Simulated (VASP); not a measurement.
The system is CsSnI3.

```
Cs I Sn
1.0
     6.24680    0.00000    0.00000
     0.00000    6.24680    0.00000
     0.00000    0.00000    6.24680
Cs I Sn
1 3 1
Cartesian
  0.0000 0.0000 0.0000
  3.1234 3.1234 0.0000
  3.1234 0.0000 3.1234
  0.0000 3.1234 3.1234
  3.1234 3.1234 3.1234
```

This cell differs from its parent crystal: volume scaled by 1.02.

Base run:

- Program: VASP 6.6.1
- Functional: PBEsol
- Potentials or basis: VASP PAW PBE potentials, release 64 (Cs_sv, I, Sn_d)
- Cutoff: 500 eV
- k mesh: 5 × 5 × 5
- Occupations: fermi-dirac, width 0.05 eV
- Spin: no spin polarisation

Its results: band gap on the k mesh 1.74 eV, direct; pressure -1.0 GPa.

Task: The run is repeated on the same cell with these changes: functional from PBEsol to PBE; cutoff from 500 eV to 520 eV; further incar settings from ALGO = Normal; EDIFF = 1e-06; NBANDS = 30 to ALGO = Normal; EDIFF = 1e-07; NBANDS = 30. What comes out?

Result: Band gap on the k mesh 1.77 eV, direct; pressure 0.2 GPa.

Caveats: spin-orbit coupling is left out, which moves the levels of the heavy elements; the PAW data sets were made with another functional, which shifts forces and pressure a little (some runs).

A k mesh can miss the band edges.
